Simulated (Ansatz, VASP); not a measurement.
## One calculation of Ga, two programs

```xyz
4
Lattice="4.4091 0.0000 0.0000 -2.2046 3.8184 0.0000 0.0000 0.0000 5.0637" Properties=species:S:1:pos:R:3 pbc="T T T"
Ga    0.0000    0.0000    1.2659
Ga    0.0000    0.0000    3.7978
Ga    0.0000    2.5456    3.7978
Ga    2.2046    1.2728    1.2659
```

Alike in both runs: functional PBEsol; k mesh 6 × 6 × 2; occupations gaussian, width 0.1 eV; no spin polarisation.

Ansatz relaxed the structure, and its values are those at the end. VASP's run is a single point on that final structure, the one shown.

|  | VASP | Ansatz |
| --- | --- | --- |
| version | VASP 6.6.1 | Ansatz 0.2.0 |
| potentials or method | VASP PAW PBE potentials, release 64 (Ga_d), cutoff 520 eV | scalar-relativistic, plane waves, PAW |
| valence electrons in the cell | 52 | 52 |

Ansatz gave:

```
gap on the k mesh at the Fermi level (eV) : none
pressure (GPa)                            : -0.1
```

Question: Which values does VASP return?

Answer: gap on the k mesh at the Fermi level (eV): none; pressure (GPa): 0.0.

VASP's potentials were made for PBE, not for PBEsol. A gap of «none» marks a metal or a gap that the smearing closes.

The k mesh is coarse, so the values compare programs but aren't converged.
